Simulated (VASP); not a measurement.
# La2O3 in VASP: a series of runs

Runs on La2O3. Level: PBE. Tasks: single point.

All numbers are computed with VASP 6.6.1; they aren't measurements. Logs are shortened: lines on timing, memory, paths and dates and some standing lists are left out, and cuts for length are marked.

**1. The cell of the first run**

It takes space group R-3c (No. 167, trigonal). The conventional cell has a = 6.257 Å, b = 6.257 Å, c = 15.807 Å, α = 90.00°, β = 90.00°, γ = 120.00°. Within 3.2 Å of La (site symmetry 3) lie 6 O at 2.41 to 2.52 Å. Within 3.3 Å of O (site symmetry 2) lie 4 La at 2.41 to 2.52 Å and 4 O at 3.11 to 3.23 Å.

**2. Single point, PBE**

The input, INCAR:

```
ALGO = Normal
EDIFF = 1E-6
ENCUT = 520
GGA = PE
ISIF = 2
ISMEAR = 0
LASPH = True
LCHARG = True
LELF = True
LREAL = False
LVHAR = True
LWAVE = False
NBANDS = 51
NELM = 100
PREC = Accurate
SIGMA = 0.02
```

The input, KPOINTS:

```
k-points
0
Gamma
  6 6 6
```

The input, POSCAR:

```
La2O3
1.0
    3.1286823435      1.8063455932      5.2691481723
   -3.1286823435      1.8063455932      5.2691481723
    0.0000000000     -3.6126911864      5.2691481723
La O
4 6
Direct
    0.8616094590      0.8616094590      0.8616094590
    0.6383905410      0.6383905410      0.6383905410
    0.1383905410      0.1383905410      0.1383905410
    0.3616094590      0.3616094590      0.3616094590
    0.0366401175      0.4633598825      0.7500000000
    0.7500000000      0.0366401175      0.4633598825
    0.4633598825      0.7500000000      0.0366401175
    0.9633598825      0.5366401175      0.2500000000
    0.2500000000      0.9633598825      0.5366401175
    0.5366401175      0.2500000000      0.9633598825
```

Potentials or basis: VASP PAW PBE potentials, release 64 (La, O).

On the command line:

```
cat potpaw_PBE.64/La/POTCAR potpaw_PBE.64/O/POTCAR > POTCAR
mpirun -np 1 vasp_std > vasp.out
```

OUTCAR:

```text
EDIFF = 1E-6
   ENCUT = 520
   GGA = PE
   ISIF = 2
   ISMEAR = 0
   LASPH = True
   LREAL = False
   NELM = 100
   PREC = Accurate

 ion  position               nearest neighbor table
   1  0.862  0.862  0.862-   9 2.41   8 2.41  10 2.41   7 2.52   6 2.52   5 2.52   2 3.53
   2  0.638  0.638  0.638-  10 2.41   8 2.41   9 2.41   7 2.52   6 2.52   5 2.52   1 3.53
   3  0.138  0.138  0.138-   6 2.41   5 2.41   7 2.41   9 2.52  10 2.52   8 2.52   4 3.53
   4  0.362  0.362  0.362-   7 2.41   5 2.41   6 2.41   9 2.52  10 2.52   8 2.52   3 3.53
   5  0.037  0.463  0.750-   3 2.41   4 2.41   1 2.52   2 2.52
   6  0.750  0.037  0.463-   3 2.41   4 2.41   1 2.52   2 2.52
   7  0.463  0.750  0.037-   4 2.41   3 2.41   1 2.52   2 2.52
   8  0.963  0.537  0.250-   1 2.41   2 2.41   3 2.52   4 2.52
   9  0.250  0.963  0.537-   1 2.41   2 2.41   3 2.52   4 2.52
  10  0.537  0.250  0.963-   2 2.41   1 2.41   3 2.52   4 2.52

  LATTYP: Found a trigonal (rhomboedric) cell.
 ALAT       =     6.3886978384
 COS(alpha) =     0.5203458107

  Lattice vectors:

 A1 = (   3.1286823435,   1.8063455932,   5.2691481723)
 A2 = (  -3.1286823435,   1.8063455932,   5.2691481723)
 A3 = (   0.0000000000,  -3.6126911864,   5.2691481723)

Analysis of symmetry for initial positions (statically):
=====================================================================
 Subroutine PRICEL returns:
 Original cell was already a primitive cell.

 Routine SETGRP: Setting up the symmetry group for a
 trigonal (rhombohedral) supercell.

 Subroutine GETGRP returns: Found 12 space group operations
 (whereof  6 operations were pure point group operations)
 out of a pool of 12 trial point group operations.

The static configuration has the point symmetry S_6 .
 The point group associated with its full space group is D_3d.

Analysis of symmetry for dynamics (positions and initial velocities):
=====================================================================
 Subroutine PRICEL returns:
 Original cell was already a primitive cell.

 Routine SETGRP: Setting up the symmetry group for a
 trigonal (rhombohedral) supercell.

 Subroutine GETGRP returns: Found 12 space group operations
 (whereof  6 operations were pure point group operations)
 out of a pool of 12 trial point group operations.

The dynamic configuration has the point symmetry S_6 .
 The point group associated with its full space group is D_3d.

 Subroutine INISYM returns: Found 12 space group operations
 (whereof  6 operations are pure point group operations),
 and found     1 'primitive' translations

----------------------------------------------------------------------------------------

                                     Primitive cell

  volume of cell :     178.6710

  direct lattice vectors                    reciprocal lattice vectors
     3.128682343  1.806345593  5.269148172     0.159811686  0.092267320  0.063261332
    -3.128682343  1.806345593  5.269148172    -0.159811686  0.092267320  0.063261332
     0.000000000 -3.612691186  5.269148172     0.000000000 -0.184534640  0.063261332

  length of vectors
     6.388697838  6.388697838  6.388697838     0.195076983  0.195076983  0.195076983

  position of ions in fractional coordinates (direct lattice)
     0.861609459  0.861609459  0.861609459
     0.638390541  0.638390541  0.638390541
     0.138390541  0.138390541  0.138390541
     0.361609459  0.361609459  0.361609459
     0.036640117  0.463359883  0.750000000
     0.750000000  0.036640117  0.463359883
     0.463359883  0.750000000  0.036640117
     0.963359883  0.536640117  0.250000000
     0.250000000  0.963359883  0.536640117
     0.536640117  0.250000000  0.963359883

  ion indices of the primitive-cell ions
   primitive index   ion index
                 1           1
                 2           2
                 3           3
                 4           4
                 5           5
                 6           6
                 7           7
                 8           8
                 9           9
                10          10

----------------------------------------------------------------------------------------

 KPOINTS: k-points

Automatic generation of k-mesh.
 Grid dimensions read from file:
 generate k-points for:    6    6    6

 Generating k-lattice:

  Cartesian coordinates                     Fractional coordinates (reciprocal lattice)
     0.026635281  0.015377887  0.010543555     0.166666667  0.000000000  0.000000000
    -0.026635281  0.015377887  0.010543555     0.000000000  0.166666667  0.000000000
     0.000000000 -0.030755773  0.010543555     0.000000000  0.000000000  0.166666667

  Length of vectors
     0.032512831  0.032512831  0.032512831

  Shift w.r.t. Gamma in fractional coordinates (k-lattice)
     0.000000000  0.000000000  0.000000000

 Subroutine IBZKPT returns following result:
 ===========================================

 Found     32 irreducible k-points:

 Following reciprocal coordinates:
            Coordinates               Weight
  0.000000  0.000000  0.000000      1.000000
  0.166667  0.000000  0.000000      6.000000
  0.333333  0.000000  0.000000      6.000000
  0.500000  0.000000  0.000000      3.000000
  0.166667  0.166667  0.000000      6.000000
  0.333333  0.166667  0.000000     12.000000
[... 16 lines left out ...]
  0.500000  0.500000  0.166667      6.000000
 -0.333333  0.500000  0.166667     12.000000
 [... further k-points ...]
   k-points           NKPTS =     32   k-points in BZ     NKDIM =     32   number of bands    NBANDS=     51
   number of dos      NEDOS =    301   number of ions     NIONS =     10
   total plane-waves  NPLWV = 110592
   dimension x,y,z NGX =    48 NGY =   48 NGZ =   48
   dimension x,y,z NGXF=    96 NGYF=   96 NGZF=   96
   ions per type =               4   6
   NGX,Y,Z   is equivalent  to a cutoff of  12.49, 12.49, 12.49 a.u.
   NGXF,Y,Z  is equivalent  to a cutoff of  24.98, 24.98, 24.98 a.u.
 SYSTEM =  unknown system
   PREC   = accura    normal or accurate (medium, high low for compatibility)
   ISTART =      0    job   : 0-new  1-cont  2-samecut
   ICHARG =      2    charge: 1-file 2-atom 10-const
   ISPIN  =      1    spin polarized calculation?
   LNONCOLLINEAR =      F non collinear calculations
   LSORBIT =      F    spin-orbit coupling
   LASPH  =      T    aspherical Exc in radial PAW
   ENCUT  =  520.0 eV  38.22 Ry    6.18 a.u.  11.88 11.88 11.88*2*pi/ulx,y,z
   NELM   =    100;   NELMIN=  2; NELMDL= -5     # of ELM steps
   EDIFF  = 0.1E-05   stopping-criterion for ELM
   LREAL  =      F    real-space projection
   EDIFFG = 0.1E-04   stopping-criterion for IOM
   NSW    =      0    number of steps for IOM
   IBRION =     -1    ionic relax: 0-MD 1-quasi-New 2-CG
   NFREE  =      0    steps in history (QN), initial steepest desc. (CG)
   ISIF   =      2    stress and relaxation
   ISYM   =      2    0-nonsym 1-usesym 2-fastsym
   POTIM  = 0.5000    time-step for ionic-motion
   TEBEG  =    0.0;   TEEND  =   0.0 temperature during run
   PSTRESS=    0.0 pullay stress
   NELECT =      80.0000    total number of electrons
   NUPDOWN=      -1.0000    fix difference up-down
   EMIN   =  10.00;   EMAX   =-10.00  energy-range for DOS
   EFERMI =   0.00;   METHOD = LEGACY
   ISMEAR =     0;   SIGMA  =   0.02  broadening in eV -4-tet -1-fermi 0-gaus
   EFERMI_NEDOS =   21; number of points for ismear=-14 and -15
   IALGO  =     38    algorithm
   IMIX   =      4    mixing-type and parameters
     AMIX     =   0.40;   BMIX     =  1.00
     AMIX_MAG =   1.60;   BMIX_MAG =  1.00
  volume/ion in A,a.u.               =      17.87       120.57
  Fermi-wavevector in a.u.,A,eV,Ry     =   1.252430  2.366750 21.341843  1.568581
  Thomas-Fermi vector in A             =   2.386331
   LORBIT       =      0    0 simple, 1 ext, 2 COOP (PROOUT), +10 PAW based schemes
   GGA     = PE    functional components
   LHFCALC =     F    Hartree Fock is set to
   AEXX    =    0.0000 exact exchange contribution
   IVDW    =     0    specifies the selected vdW correction
   LEPSILON=     F    determine dielectric tensor
   LRPA    =     F    only Hartree local field effects (RPA)
 non-spin polarized calculation
 Gauss-broadening in eV      SIGMA  =   0.02
  energy-cutoff  :      520.00
  volume of cell :      178.67
 maximum number of plane-waves:      4847
   NGX = 23   NGY = 23   NGZ = 23

 number of electron      80.0000005 magnetization

 Free energy of the ion-electron system (eV)
  ---------------------------------------------------
  ext. energy  EPLUGINS =         0.00000000
  ---------------------------------------------------
  free energy    TOTEN  =       -83.33634897 eV

  energy without entropy =      -83.33634897  energy(sigma->0) =      -83.33634897

 E-fermi :   5.2669     XC(G=0):  -9.9437

 val. band max:        5.0909890830   @ k =  -0.3333  -0.3333   0.1667
 cond. band min:       8.8919559436   @ k =   0.0000   0.0000   0.0000
 fundamental gap:      3.8009668606
 Fermi energy:         5.2668596435

 k-point     1 :       0.0000    0.0000    0.0000
  band No.  band energies     occupation
      1     -24.7955      2.00000
      2     -24.5885      2.00000
      3     -24.5849      2.00000
      4     -24.4871      2.00000
      5     -11.7971      2.00000
      6     -11.7971      2.00000
[... 43 lines left out ...]
     50      10.0910      0.00000
     51      10.1220      0.00000

 k-point     2 :       0.1667    0.0000    0.0000
  band No.  band energies     occupation
      1     -24.7781      2.00000
      2     -24.5950      2.00000
      3     -24.5861      2.00000
      4     -24.4980      2.00000
      5     -11.9174      2.00000
      6     -11.7435      2.00000
[... 43 lines left out ...]
     50      10.1251      0.00000
     51      10.1933      0.00000

 k-point     3 :       0.3333    0.0000    0.0000
  band No.  band energies     occupation
      1     -24.7324      2.00000
      2     -24.6250      2.00000
      3     -24.5772      2.00000
      4     -24.5251      2.00000
      5     -11.8905      2.00000
      6     -11.6153      2.00000
[... 43 lines left out ...]
     50      10.1554      0.00000
     51      10.2966      0.00000
[... 1027 lines left out ...]
 k-point    23 :       0.5000    0.5000    0.1667
  band No.  band energies     occupation
      1     -24.6867      2.00000
      2     -24.6335      2.00000
      3     -24.5806      2.00000
      4     -24.5606      2.00000
      5     -11.9772      2.00000
      6     -11.7992      2.00000
[... 43 lines left out ...]
     50      10.2320      0.00000
     51      10.2553      0.00000

 k-point    24 :      -0.3333    0.5000    0.1667
  band No.  band energies     occupation
      1     -24.6646      2.00000
      2     -24.6367      2.00000
      3     -24.5845      2.00000
      4     -24.5760      2.00000
      5     -11.9429      2.00000
      6     -11.8208      2.00000
[... 43 lines left out ...]
     50      10.2262      0.00000
     51      10.2803      0.00000

 [... further k-points ...]

------------------------ aborting loop because EDIFF is reached ----------------------------------------

  FORCE on cell =-STRESS in cart. coord.  units (eV):
  Direction    XX          YY          ZZ          XY          YZ          ZX
  --------------------------------------------------------------------------------------
  -------------------------------------------------------------------------------------
  Total       -0.3555909     -0.3555909     -0.2640359      0.0000000      0.0000000      0.0000000
  in kB       -3.1886533     -3.1886533     -2.3676618      0.0000000      0.0000000      0.0000000
  external PRESSURE =      -2.9149894 kB  Pullay stress =       0.0000000 kB

 VOLUME and BASIS-vectors are now :
 -----------------------------------------------------------------------------
  energy-cutoff  :      520.00
  volume of cell :      178.67
      direct lattice vectors                 reciprocal lattice vectors
     3.128682343  1.806345593  5.269148172     0.159811686  0.092267320  0.063261332
    -3.128682343  1.806345593  5.269148172    -0.159811686  0.092267320  0.063261332
     0.000000000 -3.612691186  5.269148172     0.000000000 -0.184534640  0.063261332

 POSITION                                       TOTAL-FORCE (eV/Angst)
 -----------------------------------------------------------------------------------
      0.00000      0.00000     13.61984         0.000000     -0.000000      0.002401
      0.00000      0.00000     10.09132         0.000000      0.000000     -0.002401
      0.00000      0.00000      2.18760         0.000000      0.000000     -0.002401
      0.00000      0.00000      5.71612         0.000000     -0.000000      0.002401
     -1.33507     -1.80635      6.58644         0.009694      0.000000     -0.000000
      2.23188     -0.25303      6.58644        -0.004847      0.008395     -0.000000
     -0.89681      2.05938      6.58644        -0.004847     -0.008395     -0.000000
      1.33507      1.80635      9.22101        -0.009694     -0.000000     -0.000000
     -2.23188      0.25303      9.22101         0.004847     -0.008395     -0.000000
      0.89681     -2.05938      9.22101         0.004847      0.008395     -0.000000
 -----------------------------------------------------------------------------------
    total drift:                               -0.000000     -0.000000      0.000000

  FREE ENERGIE OF THE ION-ELECTRON SYSTEM (eV)
  ---------------------------------------------------
  free  energy   TOTEN  =       -83.3363489652 eV

  energy  without entropy=      -83.3363489652  energy(sigma->0) =      -83.33634897
```

Wall time 8.3 min (1 thread of Intel Xeon Platinum 8259CL at 2.50GHz (Skylake/Cascade Lake), shared host); peak memory 0.47 GiB.

What came out:

- Free energy: -83.3363 eV
- Pressure: -0.3 GPa
- Largest force: 0.010 eV/Å
- Band gap on the k mesh: 3.80 eV (least direct gap 4.09 eV)

Forces on the atoms (eV/Å):
```
La   0.000  0.000  0.002
La   0.000  0.000 -0.002
La   0.000  0.000 -0.002
La   0.000  0.000  0.002
O    0.010  0.000  0.000
O   -0.005  0.008  0.000
O   -0.005 -0.008  0.000
O   -0.010  0.000  0.000
O    0.005 -0.008  0.000
O    0.005  0.008  0.000
```

Stress tensor (GPa, compression positive):
```
-0.32  0.00  0.00
 0.00 -0.32  0.00
 0.00  0.00 -0.24
```

Caveat: spin-orbit coupling is left out, which moves the levels of the heavy elements. A k mesh can miss the band edges.

**3. Single point, PBE**

This run uses another cell than the first one, of the same volume but with other edges.

The input, INCAR:

```
SYSTEM = La2O3
PREC     = Accurate       ! precision mode
ENCUT    = 520            ! plane-wave cutoff, eV
EDIFF    = 1E-6           ! SCF threshold, eV
ISMEAR   = 0              ! smearing method
SIGMA    = 0.1            ! smearing width, eV
LREAL    = .FALSE.        ! projectors in reciprocal space
LASPH    = .TRUE.         ! aspherical terms in the spheres
NELM     = 60             ! most SCF steps
ALGO     = Normal         ! electronic algorithm
ISIF     = 2              ! what is computed and relaxed
LWAVE    = .FALSE.        ! write WAVECAR
LCHARG   = .FALSE.        ! write CHGCAR
GGA      = PE             ! functional
NBANDS   = 51             ! bands
```

The input, KPOINTS:

```
regular mesh
0
G
  4 4 4
  0 0 0
```

The input, POSCAR:

```
La2O3
1.0
   -3.1290526499      5.4160432664      0.0001529439
   -6.2571549255      0.0005457383     -0.0010743894
   -3.1278544325      1.8061929256      5.2766173975
La O
4 6
Direct
    0.1383475880      0.1386244758      0.5845727505
    0.3614110865      0.3616527329      0.9154818930
    0.8615100548      0.8615292509      0.4154642008
    0.6384234026      0.6384848205      0.0845499298
    0.2499361150      0.9632485420      0.2499990583
    0.5368409183      0.2500861089      0.2499669013
    0.9633123830      0.5366380234      0.2500242435
    0.7501285332      0.0366093417      0.7500644110
    0.4632643077      0.7498733524      0.7499656589
    0.0368256108      0.4632533515      0.7499109530
```

Potentials or basis: VASP PAW PBE potentials, release 64 (La, O).

On the command line:

```
cat potpaw_PBE.64/La/POTCAR potpaw_PBE.64/O/POTCAR > POTCAR
mpirun -np 1 vasp_std > vasp.out
```

Run time: 11 min. Hardware: 1 thread of Intel Xeon Platinum 8259CL at 2.50GHz (Skylake/Cascade Lake), shared host; peak memory 0.48 GiB.

Results (log left out):

```
Free energy            : -83.3362 eV
Pressure               : -0.3 GPa
Largest force          : 0.012 eV/Å
Band gap on the k mesh : 3.83 eV (least direct gap 4.09 eV)
```

Forces in eV/Å, atoms in the order of the input:
```
La   0.004  0.003  0.002
La   0.004  0.005 -0.003
La   0.000  0.001 -0.003
La  -0.001  0.000  0.003
O    0.006  0.000 -0.001
O   -0.002  0.007  0.001
O   -0.006 -0.010  0.000
O   -0.009 -0.004  0.000
O    0.000 -0.010  0.000
O    0.003  0.008  0.001
```

Levels at points of the mesh, in eV from the valence-band top:
```tsv
k point	band 37	band 38	band 39	band 40	band 41	band 42	band 43	band 44
(0.00, 0.00, 0.00)	-0.55	-0.39	-0.39	-0.26	3.83	4.55	4.74	4.81
(0.50, 0.00, 0.00)	-0.39	-0.39	-0.21	-0.21	4.24	4.24	4.64	4.64
(0.00, 0.50, 0.00)	-0.39	-0.39	-0.20	-0.20	4.24	4.24	4.64	4.64
(0.50, 0.50, 0.00)	-0.49	-0.32	-0.08	-0.01	4.23	4.54	4.68	4.78
(0.00, 0.00, 0.50)	-0.68	-0.68	-0.22	-0.22	4.80	4.80	4.81	4.81
(0.50, 0.00, 0.50)	-0.49	-0.32	-0.08	-0.01	4.24	4.54	4.68	4.78
(0.00, 0.50, 0.50)	-0.49	-0.32	-0.08	0.00	4.24	4.55	4.68	4.78
(0.50, 0.50, 0.50)	-0.39	-0.39	-0.21	-0.21	4.24	4.24	4.64	4.64
```

Caveat: spin-orbit coupling is left out, which moves the levels of the heavy elements.
